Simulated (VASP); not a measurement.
# Bi2Te3 (R-3m) in VASP: settings compared

Bi2Te3 is run at these levels: PBE+D4, BLYP+D3(BJ); tasks: single point.

All numbers are computed with VASP 6.6.1; they aren't measurements. Logs are shortened: lines on timing, memory, paths and dates and some standing lists are left out, and cuts for length are marked.

**What was measured.**

“Vacancy and Antisite-Induced Ferromagnetism in Liquid-Phase Exfoliated Bi2Te3”, 2024, arxiv:2412.10539 quotes, for a bulk crystal of Bi2Te3: band gap 0.17 eV.

The runs below are set against these values where they give the same quantity.

### Step 1. The cell of the first run

Symmetry: R-3m, No. 166, trigonal system. The conventional cell has a = 4.383 Å, b = 4.383 Å, c = 30.333 Å, α = 90.00°, β = 90.00°, γ = 120.00°. Bi (site symmetry 3m) has 6 Te at 3.07 to 3.24 Å within 4.0 Å. Within 4.0 Å of Te (site symmetry 3m) lie 3 Bi at 3.07 Å and 3 Te at 3.63 Å. Within 4.6 Å of Te (site symmetry -3m) lie 6 Bi at 3.24 Å and 12 Te at 4.38 to 4.53 Å.

### Step 2. Single point, PBE+D4

Input file INCAR:

```
ALGO     = Normal         # electronic algorithm
EDIFF    = 1E-6           # SCF threshold, eV
ENCUT    = 520            # plane-wave cutoff, eV
GGA      = PE             # functional
ISIF     = 2              # what is computed and relaxed
ISMEAR   = -1             # smearing method
IVDW     = 13             # dispersion correction
LASPH    = True           # aspherical terms in the spheres
LCHARG   = False          # write CHGCAR
LREAL    = False          # projectors in reciprocal space
LWAVE    = False          # write WAVECAR
NBANDS   = 32             # bands
NELM     = 80             # most SCF steps
PREC     = Accurate       # precision mode
SIGMA    = 0.05           # smearing width, eV
```

Input file KPOINTS:

```
k-points
0
Gamma
  7 7 7
```

Input file POSCAR:

```
Bi2Te3
1.0
    2.1916281362      1.2653370944     10.1111549187
   -2.1916281362      1.2653370944     10.1111549187
    0.0000000000     -2.5306741888     10.1111549187
Bi Te
2 3
Direct
    0.5999085202      0.5999085202      0.5999085202
    0.4000914798      0.4000914798      0.4000914798
    0.7905475057      0.7905475057      0.7905475057
    0.2094524943      0.2094524943      0.2094524943
    0.0000000000      0.0000000000      0.0000000000
```

Potentials or basis: VASP PAW PBE potentials, release 64 (Bi_d, Te).

The run is started by

```bash
$ cat potpaw_PBE.64/Bi_d/POTCAR potpaw_PBE.64/Te/POTCAR > POTCAR
$ mpirun -np 1 vasp_std > vasp.out
```

OUTCAR:

```text
EDIFF = 1E-6
   ENCUT = 520
   GGA = PE
   ISIF = 2
   ISMEAR = -1
   IVDW = 13
   LASPH = True
   LREAL = False
   NELM = 80
   PREC = Accurate

 ion  position               nearest neighbor table
   1  0.600  0.600  0.600-   4 3.07   4 3.07   4 3.07   5 3.24   5 3.24   5 3.24
   2  0.400  0.400  0.400-   3 3.07   3 3.07   3 3.07   5 3.24   5 3.24   5 3.24
   3  0.791  0.791  0.791-   2 3.07   2 3.07   2 3.07   4 3.63   4 3.63   4 3.63
   4  0.209  0.209  0.209-   1 3.07   1 3.07   1 3.07   3 3.63   3 3.63   3 3.63
   5  0.000  0.000  0.000-   1 3.24   1 3.24   2 3.24   2 3.24   1 3.24   2 3.24

  LATTYP: Found a trigonal (rhomboedric) cell.
 ALAT       =    10.4230401342
 COS(alpha) =     0.9115750322

  Lattice vectors:

 A1 = (   2.1916281362,   1.2653370944,  10.1111549187)
 A2 = (  -2.1916281362,   1.2653370944,  10.1111549187)
 A3 = (   0.0000000000,  -2.5306741888,  10.1111549187)

Analysis of symmetry for initial positions (statically):
=====================================================================
 Subroutine PRICEL returns:
 Original cell was already a primitive cell.

 Routine SETGRP: Setting up the symmetry group for a
 trigonal (rhombohedral) supercell.

 Subroutine GETGRP returns: Found 12 space group operations
 (whereof 12 operations were pure point group operations)
 out of a pool of 12 trial point group operations.

The static configuration has the point symmetry D_3d.

Analysis of symmetry for dynamics (positions and initial velocities):
=====================================================================
 Subroutine PRICEL returns:
 Original cell was already a primitive cell.

 Routine SETGRP: Setting up the symmetry group for a
 trigonal (rhombohedral) supercell.

 Subroutine GETGRP returns: Found 12 space group operations
 (whereof 12 operations were pure point group operations)
 out of a pool of 12 trial point group operations.

The dynamic configuration has the point symmetry D_3d.

 Subroutine INISYM returns: Found 12 space group operations
 (whereof 12 operations are pure point group operations),
 and found     1 'primitive' translations

----------------------------------------------------------------------------------------

                                     Primitive cell

  volume of cell :     168.2384

  direct lattice vectors                    reciprocal lattice vectors
     2.191628136  1.265337094 10.111154919     0.228140893  0.131717206  0.032966890
    -2.191628136  1.265337094 10.111154919    -0.228140893  0.131717206  0.032966890
     0.000000000 -2.530674189 10.111154919     0.000000000 -0.263434412  0.032966890

  length of vectors
    10.423040134 10.423040134 10.423040134     0.265489181  0.265489181  0.265489181
[... 93 lines left out ...]
   ISIF   =      2    stress and relaxation
   ISYM   =      2    0-nonsym 1-usesym 2-fastsym
   POTIM  = 0.5000    time-step for ionic-motion
   TEBEG  =    0.0;   TEEND  =   0.0 temperature during run
   PSTRESS=    0.0 pullay stress
   NELECT =      48.0000    total number of electrons
   NUPDOWN=      -1.0000    fix difference up-down
   EMIN   =  10.00;   EMAX   =-10.00  energy-range for DOS
   EFERMI =   0.00;   METHOD = LEGACY
   ISMEAR =    -1;   SIGMA  =   0.05  broadening in eV -4-tet -1-fermi 0-gaus
   EFERMI_NEDOS =   21; number of points for ismear=-14 and -15
   IALGO  =     38    algorithm
   IMIX   =      4    mixing-type and parameters
     AMIX     =   0.40;   BMIX     =  1.00
     AMIX_MAG =   1.60;   BMIX_MAG =  1.00
  volume/ion in A,a.u.               =      33.65       227.07
  Fermi-wavevector in a.u.,A,eV,Ry     =   1.077739  2.036631 15.803453  1.161521
  Thomas-Fermi vector in A             =   2.213659
   LORBIT       =      0    0 simple, 1 ext, 2 COOP (PROOUT), +10 PAW based schemes
   GGA     = PE    functional components
   LHFCALC =     F    Hartree Fock is set to
   AEXX    =    0.0000 exact exchange contribution
   IVDW    =    13    specifies the selected vdW correction
   LEPSILON=     F    determine dielectric tensor
   LRPA    =     F    only Hartree local field effects (RPA)
 non-spin polarized calculation
  energy-cutoff  :      520.00
  volume of cell :      168.24
 maximum number of plane-waves:      4550
 NGX is ok and might be reduce to    80
   NGX = 39   NGY = 39   NGZ = 39

 number of electron      48.0000006 magnetization

 Free energy of the ion-electron system (eV)
  ---------------------------------------------------
  ext. energy  EPLUGINS =         0.00000000
  ---------------------------------------------------
  free energy    TOTEN  =       -18.32151253 eV

  energy without entropy =      -18.32130967  energy(sigma->0) =      -18.32141110

 E-fermi :   6.4400     XC(G=0):  -9.3586

 val. band max:        6.3076327809   @ k =   0.0000   0.0000   0.0000
 cond. band min:       6.5675475795   @ k =   0.0000   0.0000   0.0000
 fundamental gap:      0.2599147986
 Fermi energy:         6.4400066419

 k-point     1 :       0.0000    0.0000    0.0000
  band No.  band energies     occupation
      1     -16.9161      2.00000
      2     -16.9161      2.00000
      3     -16.9146      2.00000
      4     -16.9146      2.00000
      5     -16.9076      2.00000
      6     -16.9063      2.00000
[... 829 lines left out ...]
     31      10.7075      0.00000
     32      10.7565      0.00000

 [... further k-points ...]

------------------------ aborting loop because EDIFF is reached ----------------------------------------

  DFT-D4 for vdW energy calculation

  Edisp (eV):   -2.47276

  FORCE on cell =-STRESS in cart. coord.  units (eV):
  Direction    XX          YY          ZZ          XY          YZ          ZX
  --------------------------------------------------------------------------------------
  -------------------------------------------------------------------------------------
  Total       0.00502     0.00502    -0.04193     0.00000     0.00000     0.00000
  in kB       0.04777     0.04777    -0.39931     0.00000     0.00000     0.00000
  external pressure =       -0.10 kB  Pullay stress =        0.00 kB

 VOLUME and BASIS-vectors are now :
 -----------------------------------------------------------------------------
  energy-cutoff  :      520.00
  volume of cell :      168.24
      direct lattice vectors                 reciprocal lattice vectors
     2.191628136  1.265337094 10.111154919     0.228140893  0.131717206  0.032966890
    -2.191628136  1.265337094 10.111154919    -0.228140893  0.131717206  0.032966890
     0.000000000 -2.530674189 10.111154919     0.000000000 -0.263434412  0.032966890

 POSITION                                       TOTAL-FORCE (eV/Angst)
 -----------------------------------------------------------------------------------
      0.00000      0.00000     18.19730        -0.000000      0.000000      0.011146
      0.00000      0.00000     12.13616        -0.000000      0.000000     -0.011146
      0.00000      0.00000     23.98004        -0.000000     -0.000000      0.019411
      0.00000      0.00000      6.35342        -0.000000      0.000000     -0.019411
      0.00000      0.00000      0.00000         0.000000      0.000000      0.000000
 -----------------------------------------------------------------------------------
    total drift:                               -0.000000     -0.000000     -0.000000

  FREE ENERGIE OF THE ION-ELECTRON SYSTEM (eV)
  ---------------------------------------------------
  free  energy   TOTEN  =       -20.7942753794 eV

  energy  without entropy=      -20.7940725209  energy(sigma->0) =      -20.79417395
```

OSZICAR:

```text
N       E                     dE             d eps       ncg     rms          rms(c)
DAV:   1     0.437646459321E+03    0.43765E+03   -0.21763E+04  2816   0.146E+03
DAV:   2     0.285836180608E+02   -0.40906E+03   -0.39242E+03  2936   0.380E+02
DAV:   3    -0.166370898033E+02   -0.45221E+02   -0.43029E+02  3688   0.137E+02
DAV:   4    -0.184934482396E+02   -0.18564E+01   -0.18493E+01  3120   0.297E+01
DAV:   5    -0.185827344300E+02   -0.89286E-01   -0.89277E-01  4168   0.657E+00    0.774E+00
DAV:   6    -0.183100216194E+02    0.27271E+00   -0.35041E-01  3784   0.455E+00    0.564E+00
DAV:   7    -0.183205093066E+02   -0.10488E-01   -0.21887E-01  3592   0.205E+00    0.117E+00
DAV:   8    -0.183212937074E+02   -0.78440E-03   -0.29791E-02  3160   0.982E-01    0.583E-01
DAV:   9    -0.183211495922E+02    0.14412E-03   -0.25893E-03  3360   0.358E-01    0.351E-01
DAV:  10    -0.183214758947E+02   -0.32630E-03   -0.96144E-04  3000   0.149E-01    0.689E-02
DAV:  11    -0.183215037540E+02   -0.27859E-04   -0.52524E-05  3584   0.430E-02    0.342E-02
DAV:  12    -0.183215109018E+02   -0.71478E-05   -0.15937E-05  2864   0.183E-02    0.172E-02
DAV:  13    -0.183215124643E+02   -0.15624E-05   -0.40488E-06  2720   0.111E-02    0.260E-03
DAV:  14    -0.183215125299E+02   -0.65669E-07   -0.45425E-07  1960   0.483E-03
   1 F= -.20794275E+02 E0= -.20794174E+02  d E =-.202859E-03
```

It took 39 min on 1 thread of Intel Xeon 8259CL, shared host; peak memory 1 GiB.

Results:

```
Free energy                : -20.7943 eV
Pressure                   : 0.0 GPa
Largest force              : 0.019 eV/Å
Band gap on the k mesh     : 0.26 eV
Dispersion energy per atom : -0.495 eV
```

Forces in eV/Å, atoms in the order of the input:
```
Bi   0.000  0.000  0.011
Bi   0.000  0.000 -0.011
Te   0.000  0.000  0.019
Te   0.000  0.000 -0.019
Te   0.000  0.000  0.000
```

Levels at points of the mesh, in eV from the valence-band top:
```csv
k point,band 22,band 23,band 24,band 25,band 26,band 27
"(0.00, 0.00, 0.00)",-0.90,-0.90,0.00,0.26,0.62,0.62
```

Caveat: spin-orbit coupling is left out, which moves the levels of the heavy elements.

### Step 3. Single point, BLYP+D3(BJ)

This run uses another cell than the first one, of 33.82 Å³/atom.

Input file INCAR:

```
AGGAC    = 1.0          
AGGAX    = 1.0          
ALDAC    = 0.0          
ALDAX    = 1.0          
ALGO     = Normal         # electronic algorithm
EDIFF    = 1E-6           # SCF threshold, eV
ENCUT    = 520            # plane-wave cutoff, eV
GGA      = B5             # functional
ISIF     = 2              # what is computed and relaxed
ISMEAR   = -1             # smearing method
IVDW     = 12             # dispersion correction
LASPH    = True           # aspherical terms in the spheres
LCHARG   = False          # write CHGCAR
LREAL    = False          # projectors in reciprocal space
LWAVE    = False          # write WAVECAR
NBANDS   = 32             # bands
NELM     = 80             # most SCF steps
PREC     = Accurate       # precision mode
SIGMA    = 0.05           # smearing width, eV
VDW_A1   = 0.4298       
VDW_A2   = 4.2359       
VDW_S6   = 1.0          
VDW_S8   = 2.6996
```

KPOINTS is that of step 2.

Input file POSCAR:

```
Bi2Te3
1.0
    2.2043600482      1.2726878672     10.0464475172
   -2.2043600482      1.2726878672     10.0464475172
    0.0000000000     -2.5453757345     10.0464475172
Bi Te
2 3
Direct
    0.5993747268      0.5993747268      0.5993747268
    0.4006252732      0.4006252732      0.4006252732
    0.7913821546      0.7913821546      0.7913821546
    0.2086178454      0.2086178454      0.2086178454
    0.0000000000      0.0000000000      0.0000000000
```

Potentials or basis: VASP PAW PBE potentials, release 64 (Bi_d, Te).

The run is started by

```bash
$ cat potpaw_PBE.64/Bi_d/POTCAR potpaw_PBE.64/Te/POTCAR > POTCAR
$ mpirun -np 1 vasp_std > vasp.out
```

Run time: 36 min. Hardware: 1 thread of Intel Xeon 8259CL, shared host; peak memory 0.99 GiB.

The run converged. Its results:

```
Free energy                : -20.2963 eV
Pressure                   : 0.2 GPa
Largest force              : 0.033 eV/Å
Band gap on the k mesh     : 0.26 eV
Dispersion energy per atom : -1.061 eV
```

Forces on the atoms (eV/Å):
```
Bi   0.000  0.000  0.025
Bi   0.000  0.000 -0.025
Te   0.000  0.000  0.033
Te   0.000  0.000 -0.033
Te   0.000  0.000  0.000
```

Levels at points of the mesh, in eV from the valence-band top:
```tsv
k point	band 22	band 23	band 24	band 25	band 26	band 27
(0.00, 0.00, 0.00)	-0.91	-0.91	0.00	0.26	0.55	0.55
```

Caveat: the dispersion term is far too large for a dense solid, which distorts pressure and volume; the PAW data sets were made with another functional, which shifts forces and pressure a little; spin-orbit coupling is left out, which moves the levels of the heavy elements.

### Step 4. Comparison with measurements

Step 2. Against the measured gap of Bi2Te3, 0.17 eV (quoted in “Vacancy and Antisite-Induced Ferromagnetism in Liquid-Phase Exfoliated Bi2Te3”, 2024, arxiv:2412.10539), the calculated 0.26 eV is off by +0.09 eV. Spin-orbit coupling on Bi, Te is left out. The value is that of PBE+D4 on a finite k mesh, which can miss the band edges, without temperature or zero-point motion.

Step 3. Against the measured gap of Bi2Te3, 0.17 eV (quoted in “Vacancy and Antisite-Induced Ferromagnetism in Liquid-Phase Exfoliated Bi2Te3”, 2024, arxiv:2412.10539), the calculated 0.26 eV is off by +0.09 eV. Spin-orbit coupling on Bi, Te is left out. The value is that of BLYP+D3(BJ) on a finite k mesh, which can miss the band edges, without temperature or zero-point motion.
